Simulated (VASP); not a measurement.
Here is a VASP 6.6.1 calculation.

Contents of INCAR:

```
SYSTEM = BP
ALGO = Normal
EDIFF = 1E-8
ENCUT = 520
GGA = PE
IBRION = 8
ISIF = 2
ISMEAR = 0
LASPH = .True.
LCHARG = .False.
LEPSILON = .True.
LREAL = .False.
LWAVE = .False.
NBANDS = 11
NELM = 60
NSW = 1
PREC = Accurate
SIGMA = 0.01
```

The input KPOINTS:

```
k-points
0
Gamma
  12 12 12
  0 0 0
```

Contents of POSCAR:

```
BP
1.0
    0.0000000000      2.2741853686      2.2741853686
    2.2741853686      0.0000000000      2.2741853686
    2.2741853686      2.2741853686      0.0000000000
B P
1 1
Direct
    0.0000000000      0.0000000000      0.0000000000
    0.2500000000      0.2500000000      0.2500000000
```

Potentials or basis: VASP PAW PBE potentials, release 64 (B, P).

The run is started by

```console
$ cat potpaw_PBE.64/B/POTCAR potpaw_PBE.64/P/POTCAR > POTCAR
$ mpirun -np 1 vasp_std > vasp.out
```

(1) Estimate the electronic dielectric tensor (diagonal).

(2) What does it give for the Born charges (mean of the diagonal)?

(3) Estimate the highest phonon frequency at Γ, LO-TO splitting left out.

## Answers

(1) 9.21.

(2) B -0.48; P +0.48 e.

(3) 798 cm⁻¹.
